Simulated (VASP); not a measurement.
Wanted: the native input for a VASP 6.6.1 run.

```
Task                   : single point
Functional             : PBE
Potentials or basis    : VASP PAW PBE potentials, release 64 (Al, N)
Cutoff                 : 520 eV
k mesh                 : 9 × 9 × 6
Occupations            : gaussian, width 0.05 eV
Spin                   : no spin polarisation
Dipole correction      : no
Further INCAR settings : ALGO = Normal; EDIFF = 1e-07; NBANDS = 16
```

The structure of AlN lies in POSCAR:

```
AlN
1.0
    3.1821581281      0.0000000000      0.0000000000
   -1.5910790640      2.7558297778      0.0000000000
    0.0000000000      0.0000000000      5.1007394676
Al N
2 2
Direct
    0.3145786745      0.6666666667      0.0017290859
    0.6854213255      0.3333333333      0.5017290859
    0.3499209514      0.6666666667      0.3832709141
    0.6500790486      0.3333333333      0.8832709141
```

This cell differs from its parent crystal: atoms displaced along a vibrational mode, the cell strained.

The input as run:

INCAR

```
ALGO = Normal ; EDIFF = 1E-7
ENCUT = 520 ; GGA = PE
ISIF = 2 ; ISMEAR = 0
LASPH = T ; LCHARG = F
LREAL = F ; LWAVE = F
NBANDS = 16 ; NELM = 60
PREC = Accurate ; SIGMA = 0.05
```

KPOINTS

```
k-points
0
Gamma
  9 9 6
```

Potentials or basis: VASP PAW PBE potentials, release 64 (Al, N).

Command:

```console
$ cat potpaw_PBE.64/Al/POTCAR potpaw_PBE.64/N/POTCAR > POTCAR
$ mpirun -np 1 vasp_std > vasp.out
```

It gave:

```json
{
  "Pressure": "-9.0 GPa",
  "Largest force": "0.322 eV/Å",
  "Band gap on the k mesh": "3.58 eV"
}
```

Caveat: the cell differs from its parent crystal (atoms displaced along a vibrational mode, the cell strained); the cell stands under tension.

It took 2.2 min on 1 thread of Intel Xeon 8259CL (shared host), peak memory 0.22 GiB.
